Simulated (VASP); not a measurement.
The system is I.

```
I
1.0
     0.00000    2.36560    3.90984
     2.19225    0.00000    3.90984
     2.19225    2.36560    0.00000
I
1
Cartesian
  0.0000 0.0000 0.0000
```

- Program: VASP 6.6.1
- Task: relaxation of cell and atoms
- Functional: PBEsol
- Potentials or basis: VASP PAW PBE potentials, release 64 (I)
- Cutoff: 600 eV
- k mesh: 9 × 9 × 9
- Occupations: fermi-dirac, width 0.05 eV
- Spin: no spin polarisation

At the start: pressure -1.4 GPa; volume 40.55 Å³/atom.

**Question.** Where does the relaxation end?

**Answer.** Over 14 steps the energy falls by 10.9 meV/atom and the volume is 37.38 Å³/atom (-7.8 %); space group Fmmm (No. 69, to 0.1 Å) before and after.

The path:
```csv
step,energy change (eV),largest force (eV/Å),pressure (GPa),volume (Å³)
1,0.0000,0.0000,-1.41,40.55
2,-0.0070,0.0000,0.54,38.49
3,-0.0086,0.0000,-0.11,39.09
4,-0.0090,0.0000,-0.06,38.91
5,-0.0100,0.0000,-0.05,38.39
6,-0.0107,0.0000,0.03,37.33
7,-0.0108,0.0000,-0.07,37.54
8,-0.0108,0.0000,0.06,37.44
9,-0.0108,0.0000,-0.01,37.50
10,-0.0108,0.0000,0.04,37.45
11,-0.0109,0.0000,0.11,37.35
12,-0.0109,0.0000,0.09,37.36
13,-0.0109,0.0000,0.06,37.36
14,-0.0109,0.0000,0.01,37.38
```

Final structure:
```
I
1.0
     0.00000    2.30924    3.72170
     2.17446    0.00000    3.72170
     2.17446    2.30924    0.00000
I
1
Direct
  0.00000 0.00000 0.00000
```

Caveat: the PAW data sets were made with another functional, which shifts forces and pressure a little; an odd number of electrons without spin polarisation forces a metal; a magnetic or distorted state may lie lower.
